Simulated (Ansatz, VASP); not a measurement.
# Be: VASP beside Ansatz

INCAR

```
SYSTEM = Be
ALGO = Normal
EDIFF = 1E-6
ENCUT = 520
GGA = PS
ISIF = 2
ISMEAR = -1
LASPH = .TRUE.
LCHARG = .FALSE.
LREAL = .FALSE.
LWAVE = .FALSE.
NBANDS = 7
NELM = 100
PREC = Accurate
SIGMA = 0.1
```

File KPOINTS:

```
k-points
0
G
  28 28 28
  0 0 0
```

Contents of POSCAR:

```
Be
1.0
    0.0000000000      1.5527976971      1.5527976971
    1.5527976971      0.0000000000      1.5527976971
    1.5527976971      1.5527976971      0.0000000000
Be
1
Direct
    0.0000000000      0.0000000000      0.0000000000
```

Input for Ansatz:

```yaml
crystal:
  lattice:
    - [0.0, 1.5527976971, 1.5527976971]
    - [1.5527976971, 0.0, 1.5527976971]
    - [1.5527976971, 1.5527976971, 0.0]
  atoms:
    - { symbol: Be, position: [0.0, 0.0, 0.0] }
hamiltonian:
  xc: pbesol
  pseudopotentials:
    kind: paw
    azcp:
      Be: "pseudopotentials/Be.paw.azcp"
basis:
  ecutwfc: 420
  fft_grid_basis: typed
kpoints:
  mp_grid: { grid: [28, 28, 28], shift: [0, 0, 0] }
magnetization:
  spin_polarized: false
scf:
  occupations: { method: fermi_dirac, width: 0.1 }
output:
  stress: true
```

Alike in both runs: task single point; functional PBEsol; k mesh 28 × 28 × 28; occupations fermi-dirac, width 0.1 eV; no spin polarisation.

|  | VASP | Ansatz |
| --- | --- | --- |
| version | VASP 6.6.1 | Ansatz 0.2.0 |
| potentials or method | VASP PAW PBE potentials, release 64 (Be), cutoff 520 eV | plane waves (420 eV) with PAW, scalar-relativistic |
| valence electrons in the cell | 2 | 2 |

```csv
,VASP,Ansatz,Ansatz less VASP
pressure (GPa),5.7,5.3,-0.41
```

VASP's potentials were made for PBE, not for PBEsol, and Ansatz warns of the same on its side. The functional is the same, so the differences come from potentials, cutoffs and numerics.
